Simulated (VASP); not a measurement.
# PbSe in VASP: notebook, part 3 of 3

VASP 6.6.1. The steps go on from the part before.

### Step 6. Electric field gradients, PBE (z stretched by +2 % at fixed volume)

Contents of INCAR:

```
  ALGO = Normal
  EDIFF = 1E-8
  ENCUT = 400
  GGA = PE
  GGA_COMPAT = F
  ISIF = 2
  ISMEAR = -1
  LASPH = T
  LCHARG = F
  LEFG = T
  LREAL = F
  LWAVE = F
  NBANDS = 17
  NELM = 120
  PREC = Accurate
  SIGMA = 0.02
```

Contents of KPOINTS:

```
k-points
0
Gamma
  7 7 7
```

Contents of POSCAR:

```
PbSe
1.0
    0.0000000000      3.0319802988      3.1233930000
    3.0319802988      0.0000000000      3.1233930000
    3.0319802988      3.0319802988      0.0000000000
Pb Se
1 1
Direct
    0.0000000000      0.0000000000      0.0000000000
    0.5000000000      0.5000000000      0.5000000000
```

Potentials or basis: VASP PAW PBE potentials, release 64 (Pb_d, Se).

The run is started by

```sh
> cat potpaw_PBE.64/Pb_d/POTCAR potpaw_PBE.64/Se/POTCAR > POTCAR
> mpirun -np 1 vasp_std > vasp.out
```

OUTCAR:

```text
EDIFF = 1E-8
   ENCUT = 400
   GGA = PE
   ISIF = 2
   ISMEAR = -1
   LASPH = T
   LREAL = F
   NELM = 120
   PREC = Accurate

 ion  position               nearest neighbor table
   1  0.000  0.000  0.000-   2 3.03   2 3.03   2 3.03   2 3.03   2 3.12   2 3.12
   2  0.500  0.500  0.500-   1 3.03   1 3.03   1 3.03   1 3.03   1 3.12   1 3.12

  LATTYP: Found a body centered tetragonal cell.
 ALAT       =     4.2878676594
 C/A-ratio  =     1.4568513994

  Lattice vectors:

 A1 = (  -3.0319802988,   0.0000000000,   3.1233930000)
 A2 = (   3.0319802988,   0.0000000000,   3.1233930000)
 A3 = (   0.0000000000,   3.0319802988,  -3.1233930000)

Analysis of symmetry for initial positions (statically):
=====================================================================
 Subroutine PRICEL returns:
 Original cell was already a primitive cell.

 Routine SETGRP: Setting up the symmetry group for a
 body centered tetragonal supercell.

 Subroutine GETGRP returns: Found 16 space group operations
 (whereof 16 operations were pure point group operations)
 out of a pool of 16 trial point group operations.

The static configuration has the point symmetry D_4h.

Analysis of symmetry for dynamics (positions and initial velocities):
=====================================================================
 Subroutine PRICEL returns:
 Original cell was already a primitive cell.

 Routine SETGRP: Setting up the symmetry group for a
 body centered tetragonal supercell.

 Subroutine GETGRP returns: Found 16 space group operations
 (whereof 16 operations were pure point group operations)
 out of a pool of 16 trial point group operations.

The dynamic configuration has the point symmetry D_4h.

 Subroutine INISYM returns: Found 16 space group operations
 (whereof 16 operations are pure point group operations),
 and found     1 'primitive' translations

----------------------------------------------------------------------------------------

                                     Primitive cell

  volume of cell :      57.4261

  direct lattice vectors                    reciprocal lattice vectors
     0.000000000  3.031980299  3.123393000    -0.164908723  0.164908723  0.160082321
     3.031980299  0.000000000  3.123393000     0.164908723 -0.164908723  0.160082321
     3.031980299  3.031980299  0.000000000     0.164908723  0.164908723 -0.160082321

  length of vectors
     4.352986143  4.352986143  4.287867659     0.282871213  0.282871213  0.282871213

  position of ions in fractional coordinates (direct lattice)
     0.000000000  0.000000000  0.000000000
     0.500000000  0.500000000  0.500000000

  ion indices of the primitive-cell ions
   primitive index   ion index
                 1           1
                 2           2

[... 75 lines left out ...]
   IBRION =     -1    ionic relax: 0-MD 1-quasi-New 2-CG
   NFREE  =      0    steps in history (QN), initial steepest desc. (CG)
   ISIF   =      2    stress and relaxation
   ISYM   =      2    0-nonsym 1-usesym 2-fastsym
   POTIM  = 0.5000    time-step for ionic-motion
   TEBEG  =    0.0;   TEEND  =   0.0 temperature during run
   PSTRESS=    0.0 pullay stress
   NELECT =      20.0000    total number of electrons
   NUPDOWN=      -1.0000    fix difference up-down
   EMIN   =  10.00;   EMAX   =-10.00  energy-range for DOS
   EFERMI =   0.00;   METHOD = LEGACY
   ISMEAR =    -1;   SIGMA  =   0.02  broadening in eV -4-tet -1-fermi 0-gaus
   EFERMI_NEDOS =   21; number of points for ismear=-14 and -15
   IALGO  =     38    algorithm
   IMIX   =      4    mixing-type and parameters
     AMIX     =   0.40;   BMIX     =  1.00
     AMIX_MAG =   1.60;   BMIX_MAG =  1.00
  volume/ion in A,a.u.               =      28.71       193.77
  Fermi-wavevector in a.u.,A,eV,Ry     =   1.151812  2.176610 18.050462  1.326672
  Thomas-Fermi vector in A             =   2.288467
   LORBIT       =      0    0 simple, 1 ext, 2 COOP (PROOUT), +10 PAW based schemes
   GGA     = PE    functional components
   LHFCALC =     F    Hartree Fock is set to
   AEXX    =    0.0000 exact exchange contribution
   IVDW    =     0    specifies the selected vdW correction
   LEPSILON=     F    determine dielectric tensor
   LRPA    =     F    only Hartree local field effects (RPA)
 non-spin polarized calculation
  energy-cutoff  :      400.00
  volume of cell :       57.43
 maximum number of plane-waves:      1053
   NGX = 15   NGY = 15   NGZ = 13

 number of electron      20.0000008 magnetization

 Free energy of the ion-electron system (eV)
  ---------------------------------------------------
  ext. energy  EPLUGINS =         0.00000000
  ---------------------------------------------------
  free energy    TOTEN  =        -8.16828122 eV

  energy without entropy =       -8.16828122  energy(sigma->0) =       -8.16828122

 E-fermi :   5.2233     XC(G=0):  -9.5230

 val. band max:        4.8133616628   @ k =   0.4286  -0.0000   0.0000
 cond. band min:       5.6591079950   @ k =   0.4286  -0.0000   0.0000
 fundamental gap:      0.8457463322
 Fermi energy:         5.2233248342

 k-point     1 :       0.0000    0.0000    0.0000
  band No.  band energies     occupation
      1     -11.7907      2.00000
      2     -11.7867      2.00000
      3     -11.7867      2.00000
      4     -11.7787      2.00000
      5     -11.7716      2.00000
      6      -8.5361      2.00000
[... 457 lines left out ...]
      4     -11.7640      2.00000
      5     -11.7529      2.00000
      6      -7.3231      2.00000
[... 9 lines left out ...]
     16      15.2495      0.00000
     17      16.5871      0.00000

 [... further k-points ...]

------------------------ aborting loop because EDIFF is reached ----------------------------------------

  FORCE on cell =-STRESS in cart. coord.  units (eV):
  Direction    XX          YY          ZZ          XY          YZ          ZX
  --------------------------------------------------------------------------------------
  -------------------------------------------------------------------------------------
  Total        1.2858215      1.2858215     -0.0000301      0.0000000      0.0000000      0.0000000
  in kB       35.8741715     35.8741715     -0.0008384      0.0000000      0.0000000      0.0000000
  external PRESSURE =      23.9158348 kB  Pullay stress =       0.0000000 kB

 VOLUME and BASIS-vectors are now :
 -----------------------------------------------------------------------------
  energy-cutoff  :      400.00
  volume of cell :       57.43
      direct lattice vectors                 reciprocal lattice vectors
     0.000000000  3.031980299  3.123393000    -0.164908723  0.164908723  0.160082321
     3.031980299  0.000000000  3.123393000     0.164908723 -0.164908723  0.160082321
     3.031980299  3.031980299  0.000000000     0.164908723  0.164908723 -0.160082321

 POSITION                                       TOTAL-FORCE (eV/Angst)
 -----------------------------------------------------------------------------------
      0.00000      0.00000      0.00000        -0.000000     -0.000000     -0.000000
      3.03198      3.03198      3.12339         0.000000      0.000000      0.000000
 -----------------------------------------------------------------------------------
    total drift:                               -0.000000      0.000000      0.000000

  FREE ENERGIE OF THE ION-ELECTRON SYSTEM (eV)
  ---------------------------------------------------
  free  energy   TOTEN  =        -8.1682812172 eV

  energy  without entropy=       -8.1682812171  energy(sigma->0) =       -8.16828122

 Electric field gradients (V/A^2)
---------------------------------------------------------------------
 ion       V_xx      V_yy      V_zz      V_xy      V_xz      V_yz
---------------------------------------------------------------------
   1     -44.584   -44.584    89.168     0.001     0.001     0.001
   2      -3.251    -3.251     6.502     0.000     0.000     0.000
---------------------------------------------------------------------

 Electric field gradients after diagonalization (V/A^2)
 (convention: |V_zz| > |V_xx| > |V_yy|)
----------------------------------------------------------------------
 ion       V_xx      V_yy      V_zz     asymmetry (V_yy - V_xx)/ V_zz
----------------------------------------------------------------------
   1     -44.585   -44.583    89.168       0.000
   2      -3.251    -3.251     6.502       0.000
----------------------------------------------------------------------

           NMR quadrupolar parameters

 Cq : quadrupolar parameter    Cq=e*Q*V_zz/h
 eta: asymmetry parameters     (V_yy - V_xx)/ V_zz
 Q  : nuclear electric quadrupole moment in mb (millibarn)
----------------------------------------------------------------------
 ion       Cq(MHz)       eta       Q (mb)
----------------------------------------------------------------------
   1       0.216       0.000       1.000
   2       0.016       0.000       1.000
----------------------------------------------------------------------
```

OSZICAR:

```text
N       E                     dE             d eps       ncg     rms          rms(c)
DAV:   1     0.147873969728E+03    0.14787E+03   -0.82648E+03  1368   0.982E+02
DAV:   2     0.211674900280E+01   -0.14576E+03   -0.14096E+03  1440   0.283E+02
DAV:   3    -0.823079515356E+01   -0.10348E+02   -0.10293E+02  1727   0.838E+01
DAV:   4    -0.845047400902E+01   -0.21968E+00   -0.21957E+00  1711   0.139E+01
DAV:   5    -0.845806412354E+01   -0.75901E-02   -0.75898E-02  1917   0.243E+00    0.279E+00
DAV:   6    -0.817024830103E+01    0.28782E+00   -0.70682E-01  2120   0.577E+00    0.159E+00
DAV:   7    -0.816530160749E+01    0.49467E-02   -0.12038E-01  1684   0.167E+00    0.866E-01
DAV:   8    -0.816863911066E+01   -0.33375E-02   -0.13049E-02  1660   0.123E+00    0.159E-01
DAV:   9    -0.816821095869E+01    0.42815E-03   -0.27285E-03  2120   0.506E-01    0.507E-02
DAV:  10    -0.816827382068E+01   -0.62862E-04   -0.22297E-04  1592   0.849E-02    0.186E-02
DAV:  11    -0.816828115570E+01   -0.73350E-05   -0.59357E-05  1824   0.755E-02    0.857E-03
DAV:  12    -0.816828116056E+01   -0.48638E-08   -0.32017E-06  1704   0.125E-02    0.234E-03
DAV:  13    -0.816828119549E+01   -0.34930E-07   -0.13606E-07  1817   0.326E-03    0.868E-04
DAV:  14    -0.816828121442E+01   -0.18932E-07   -0.12437E-07  1543   0.242E-03    0.266E-04
DAV:  15    -0.816828121718E+01   -0.27524E-08   -0.42027E-09  1393   0.454E-04
   1 F= -.81682812E+01 E0= -.81682812E+01  d E =-.361388E-10
```

stdout:

```text
POSCAR found type information on POSCAR PbSe
 POSCAR found :  2 types and       2 ions
 scaLAPACK will be used
 LDA part: xc-table for (Slater+PW92), standard interpolation
 POSCAR, INCAR and KPOINTS ok, starting setup
 FFT: planning ... GRIDC
 FFT: planning ... GRID_SOFT
 FFT: planning ... GRID
 WAVECAR not read
 entering main loop
ion   1

ion   2
```

It took 57 s on 1 thread of AMD EPYC 7R13, shared host; peak memory 0.14 GiB.

Results:

- Free energy: -8.1683 eV
- Pressure: 2.4 GPa
- Band gap on the k mesh: 0.85 eV, direct

Stress tensor (GPa, compression positive):
```
3.59 0.00 0.00
0.00 3.59 0.00
0.00 0.00 0.00
```

Electric field gradients, principal values (V/Å²):
```csv
atom,least,middle,greatest (by size)
1 Pb,-44.583,-44.585,89.168
2 Se,-3.251,-3.251,6.502
```

Caveat: without QUAD_EFG the Cq values of the log hold for a quadrupole moment of 1 mb, not for the nuclei; spin-orbit coupling is left out, which moves the levels of the heavy elements. A k mesh can miss the band edges.

### Step 7. Electric field gradients, PBE (xy shear strain of -3 %)

Contents of INCAR:

```
SYSTEM = PbSe
  ALGO = Normal
  EDIFF = 1E-8
  ENCUT = 400
  GGA = PE
  GGA_COMPAT = .FALSE.
  ISIF = 2
  ISMEAR = -1
  LASPH = .TRUE.
  LCHARG = .FALSE.
  LEFG = .TRUE.
  LREAL = .FALSE.
  LWAVE = .FALSE.
  NBANDS = 17
  NELM = 120
  PREC = Accurate
  SIGMA = 0.02
```

Contents of KPOINTS:

```
k-points
0
G
  7 7 7
  0 0 0
```

Contents of POSCAR:

```
PbSe
1.0
   -0.0459322500      3.0621500000      3.0621500000
    3.0621500000     -0.0459322500      3.0621500000
    3.0162177500      3.0162177500      0.0000000000
Pb Se
1 1
Direct
    0.0000000000      0.0000000000      0.0000000000
    0.5000000000      0.5000000000      0.5000000000
```

Potentials or basis: VASP PAW PBE potentials, release 64 (Pb_d, Se).

The run is started by

```sh
> cat potpaw_PBE.64/Pb_d/POTCAR potpaw_PBE.64/Se/POTCAR > POTCAR
> mpirun -np 1 vasp_std > vasp.out
```

OUTCAR:

```text
SYSTEM = PbSe
   EDIFF = 1E-8
   ENCUT = 400
   GGA = PE
   ISIF = 2
   ISMEAR = -1
   LASPH = .TRUE.
   LREAL = .FALSE.
   NELM = 120
   PREC = Accurate

 ion  position               nearest neighbor table
   1  0.000  0.000  0.000-   2 3.06   2 3.06   2 3.06   2 3.06   2 3.06   2 3.06
   2  0.500  0.500  0.500-   1 3.06   1 3.06   1 3.06   1 3.06   1 3.06   1 3.06

  LATTYP: Found a body centered orthorhombic cell.
 ALAT       =     4.2655760491
 B/A-ratio  =     1.0304568528
 C/A-ratio  =     1.4357498095

  Lattice vectors:

 A1 = (   0.0459322500,  -3.0621500000,  -3.0621500000)
[... 693 lines left out ...]
  free  energy   TOTEN  =        -8.1783520552 eV

  energy  without entropy=       -8.1783520550  energy(sigma->0) =       -8.17835206

 Electric field gradients (V/A^2)
---------------------------------------------------------------------
 ion       V_xx      V_yy      V_zz      V_xy      V_xz      V_yz
---------------------------------------------------------------------
   1       0.247     0.247    -0.493     2.878     0.001     0.001
   2      -0.122    -0.122     0.245   -10.374     0.000     0.000
---------------------------------------------------------------------

 Electric field gradients after diagonalization (V/A^2)
 (convention: |V_zz| > |V_xx| > |V_yy|)
----------------------------------------------------------------------
 ion       V_xx      V_yy      V_zz     asymmetry (V_yy - V_xx)/ V_zz
----------------------------------------------------------------------
   1      -2.631    -0.493     3.124       0.684
   2      10.251     0.245   -10.496       0.953
----------------------------------------------------------------------

           NMR quadrupolar parameters

 Cq : quadrupolar parameter    Cq=e*Q*V_zz/h
 eta: asymmetry parameters     (V_yy - V_xx)/ V_zz
 Q  : nuclear electric quadrupole moment in mb (millibarn)
----------------------------------------------------------------------
 ion       Cq(MHz)       eta       Q (mb)
----------------------------------------------------------------------
   1       0.008       0.684       1.000
   2      -0.025       0.953       1.000
----------------------------------------------------------------------
```

OSZICAR:

```text
N       E                     dE             d eps       ncg     rms          rms(c)
DAV:   1     0.145253845735E+03    0.14525E+03   -0.82657E+03  2192   0.992E+02
DAV:   2     0.208637095944E+01   -0.14317E+03   -0.13863E+03  2337   0.281E+02
DAV:   3    -0.824004843668E+01   -0.10326E+02   -0.10223E+02  2771   0.837E+01
DAV:   4    -0.845992242439E+01   -0.21987E+00   -0.21975E+00  2645   0.137E+01
DAV:   5    -0.846770013552E+01   -0.77777E-02   -0.77774E-02  3222   0.245E+00    0.278E+00
DAV:   6    -0.818016884055E+01    0.28753E+00   -0.70922E-01  3374   0.579E+00    0.158E+00
DAV:   7    -0.817535983098E+01    0.48090E-02   -0.11863E-01  2574   0.165E+00    0.864E-01
DAV:   8    -0.817867868617E+01   -0.33189E-02   -0.12657E-02  2625   0.122E+00    0.156E-01
DAV:   9    -0.817828795875E+01    0.39073E-03   -0.26913E-03  3323   0.503E-01    0.508E-02
DAV:  10    -0.817834486896E+01   -0.56910E-04   -0.22923E-04  2543   0.840E-02    0.185E-02
DAV:  11    -0.817835211906E+01   -0.72501E-05   -0.61460E-05  2988   0.767E-02    0.926E-03
DAV:  12    -0.817835201773E+01    0.10133E-06   -0.31471E-06  2661   0.123E-02    0.250E-03
DAV:  13    -0.817835203260E+01   -0.14874E-07   -0.15204E-07  2889   0.390E-03    0.100E-03
DAV:  14    -0.817835205262E+01   -0.20020E-07   -0.13748E-07  2379   0.231E-03    0.306E-04
DAV:  15    -0.817835205522E+01   -0.25980E-08   -0.40237E-09  2309   0.387E-04
   1 F= -.81783521E+01 E0= -.81783521E+01  d E =-.206124E-09
```

Run time: 95 s. Hardware: 1 thread of AMD EPYC 7R13, shared host; peak memory 0.15 GiB.

What came out:

| Property | Result |
| --- | --- |
| Free energy | -8.1784 eV |
| Pressure | 2.3 GPa |
| Band gap on the k mesh | 0.73 eV, indirect (least direct gap 0.84 eV) |

Stress tensor (GPa, compression positive):
```
2.27 0.51 0.00
0.51 2.27 0.00
0.00 0.00 2.25
```

Electric field gradients, principal values (V/Å²):
| atom | least | middle | greatest (by size) |
| --- | --- | --- | --- |
| 1 Pb | -0.493 | -2.631 | 3.124 |
| 2 Se | 0.245 | 10.251 | -10.496 |

Caveat: the cell differs from its parent crystal (xy shear strain of -3 %); without QUAD_EFG the Cq values of the log hold for a quadrupole moment of 1 mb, not for the nuclei; spin-orbit coupling is left out, which moves the levels of the heavy elements.

### Step 8. The runs side by side

```csv
task,cell,cutoff (eV),k mesh for the DOS,occupations for the DOS,gap on the mesh (eV),pressure (GPa)
electric field gradients,"a = 4.366 Å, angles 60.0°, 2 atoms",520,-,-,-,1.0
electric field gradients,"a = 4.402 Å, angles 60.0°, 2 atoms",520,-,-,-,-0.2
density of states,"a = 4.331 Å, angles 60.0°, 2 atoms",520,11 × 11 × 11,tetrahedron,-,-
electric field gradients,"a = 4.353, b = 4.353, c = 4.288 Å, angles 60.5, 60.5, 59.0°, 2 atoms",400,-,-,0.85,2.4
electric field gradients,"a = 4.331, b = 4.331, c = 4.266 Å, angles 60.5, 60.5, 61.0°, 2 atoms",400,-,-,0.73,2.3
```

Alike in all rows: level PBE; potentials or basis VASP PAW PBE potentials, release 64 (Pb_d, Se); no spin polarisation; k mesh 7 × 7 × 7; smearing fermi-dirac 0.02 eV.

Caveats: spin-orbit coupling is left out, which moves the levels of the heavy elements.

Absolute energies hang on the potentials; compare differences alone.
